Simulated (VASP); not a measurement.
CaC2, 3 atoms in the cell. It takes space group I4/mmm (No. 139, tetragonal). The conventional cell has a = 4.084 Å, b = 4.084 Å, c = 5.747 Å, α = 90.00°, β = 90.00°, γ = 90.00°. Within 3.1 Å of Ca (site symmetry 4/mmm) lie 10 C at 2.31 to 2.94 Å. C (site symmetry 4mm) has 1 C at 1.13 Å within 1.5 Å.  This cell differs from its parent crystal: ratio of the length along z to the lengths across it x 0.85, volume and fractional coordinates fixed.

```yaml
Program: VASP 6.6.1
Task: single point
Functional: PBEsol
Potentials_or_basis: VASP PAW PBE potentials, release 64 (Ca_sv, C)
Cutoff: 520 eV
k_mesh: 12 × 12 × 12
Occupations: gaussian, width 0.05 eV
Spin: no spin polarisation
Dipole_correction: no
Further_INCAR_settings: ALGO = Normal; EDIFF = 1e-07; NBANDS = 16
```

Potentials or basis: VASP PAW PBE potentials, release 64 (Ca_sv, C).

Command:

```bash
$ cat potpaw_PBE.64/Ca_sv/POTCAR potpaw_PBE.64/C/POTCAR > POTCAR
$ mpirun -np 1 vasp_std > vasp.out
```

Hardware: 1 thread of Intel(R) Xeon(R) 6975P-C (Granite Rapids), on a shared host.

Task: Estimate the wall time of this run.

Result: Wall time 54 s on 1 thread of Intel(R) Xeon(R) 6975P-C (Granite Rapids), with other jobs on the host, peak memory 0.26 GiB. Counts: scf iterations 15, k points 163.
